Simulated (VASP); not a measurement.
Set up this calculation in VASP 6.6.1, as the native input.

```yaml
Task: single point
Functional: LDA
Potentials_or_basis: VASP PAW LDA potentials, release 64 (Zr_sv, In_d)
Cutoff: 520 eV
k_mesh: 12 × 12 × 8
Occupations: fermi-dirac, width 0.05 eV
Spin: no spin polarisation
Dipole_correction: no
Further_INCAR_settings: ALGO = Normal; EDIFF = 1e-06; NBANDS = 20
```

The structure of ZrIn lies in POSCAR:

```
ZrIn
1.0
    3.1520244363      0.0000000000      0.0000000000
    0.0000000000      3.1520244363      0.0000000000
    0.0000000000      0.0000000000      4.4220101050
Zr In
1 1
Direct
    0.0000000000      0.0000000000      0.0000000000
    0.5000000000      0.5000000000      0.5000000000
```

One way to write it, as run:

INCAR

```
ALGO = Normal
EDIFF = 1E-6
ENCUT = 520
ISIF = 2
ISMEAR = -1
LASPH = True
LCHARG = False
LREAL = False
LWAVE = False
NBANDS = 20
NELM = 100
PREC = Accurate
SIGMA = 0.05
```

KPOINTS

```
k-points
0
Gamma
  12 12 8
```

Potentials or basis: VASP PAW LDA potentials, release 64 (Zr_sv, In_d).

Command:

```console
$ cat potpaw_LDA.64/Zr_sv/POTCAR potpaw_LDA.64/In_d/POTCAR > POTCAR
$ mpirun -np 1 vasp_std > vasp.out
```

It gave:

```
Pressure               : -5.9 GPa
Band gap on the k mesh : zero (an odd number of electrons rules out a gap without spin polarisation)
```

Caveat: the cell stands under tension; spin-orbit coupling is left out, which moves the levels of the heavy elements.

Wall time 51 s on 1 thread of AMD EPYC 9R45 (Zen 5) (shared host), peak memory 0.2 GiB.
